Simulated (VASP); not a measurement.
Input of a VASP 6.6.1 run:

INCAR

```
SYSTEM = B
ALGO     = Normal         ! electronic algorithm
EDIFF    = 1E-8           ! SCF threshold, eV
ENCUT    = 420            ! plane-wave cutoff, eV
GGA      = PE             ! functional
GGA_COMPAT= .FALSE.      
ISIF     = 2              ! what is computed and relaxed
ISMEAR   = -1             ! smearing method
LASPH    = .TRUE.         ! aspherical terms in the spheres
LCHARG   = .FALSE.        ! write CHGCAR
LEFG     = .TRUE.       
LREAL    = .FALSE.        ! projectors in reciprocal space
LWAVE    = .FALSE.        ! write WAVECAR
NBANDS   = 8              ! bands
NELM     = 120            ! most SCF steps
PREC     = Accurate       ! precision mode
SIGMA    = 0.05           ! smearing width, eV
```

Contents of KPOINTS:

```
k-points
0
G
  11 11 16
  0 0 0
```

The input POSCAR:

```
B
1.0
    2.3461100000      0.0000000000      0.0000000000
    0.0000000000      2.3461100000      0.0000000000
    0.0000000000      0.0000000000      1.5857900000
B
1
Direct
    0.5000000000      0.5000000000      0.5000000000
```

Potentials or basis: VASP PAW PBE potentials, release 64 (B).

Launch:

```console
$ cat potpaw_PBE.64/B/POTCAR > POTCAR
$ mpirun -np 1 vasp_std > vasp.out
```

Q: Estimate the pressure.

A: -0.3 GPa.

Stress tensor (GPa, compression positive):
```
-1.13  0.00  0.00
 0.00 -1.13  0.00
 0.00  0.00  1.30
```

Caveat: without QUAD_EFG the Cq values of the log hold for a quadrupole moment of 1 mb, not for the nuclei.
